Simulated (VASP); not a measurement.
Input of a VASP 6.6.1 run:

Contents of INCAR:

```
ALGO = Normal ; EDIFF = 1E-7
ENCUT = 520 ; GGA = PE
ISIF = 2 ; ISMEAR = -1
LASPH = T ; LCHARG = F
LREAL = F ; LWAVE = F
NBANDS = 20 ; NELM = 80
PREC = Accurate ; SIGMA = 0.02
```

The input KPOINTS:

```
k-points
0
Gamma
  9 9 9
```

The input POSCAR:

```
PbO2
1.0
    0.0000000000      2.7048413965      2.7048413965
    2.7048413965      0.0000000000      2.7048413965
    2.7048413965      2.7048413965      0.0000000000
Pb O
1 2
Direct
    0.0000000000      0.0000000000      0.0000000000
    0.2500000000      0.2500000000      0.2500000000
    0.7500000000      0.7500000000      0.7500000000
```

Potentials or basis: VASP PAW PBE potentials, release 64 (Pb_d, O).

The run is started by

```sh
$ cat potpaw_PBE.64/Pb_d/POTCAR potpaw_PBE.64/O/POTCAR > POTCAR
$ mpirun -np 1 vasp_std > vasp.out
```

Question: Predict the pressure.

Answer: 0.2 GPa.

Question: Estimate the band gap on the k mesh.

Answer: Zero (bands 13 and 14 overlap by 1.14 eV).

Caveat: spin-orbit coupling is left out, which moves the levels of the heavy elements.
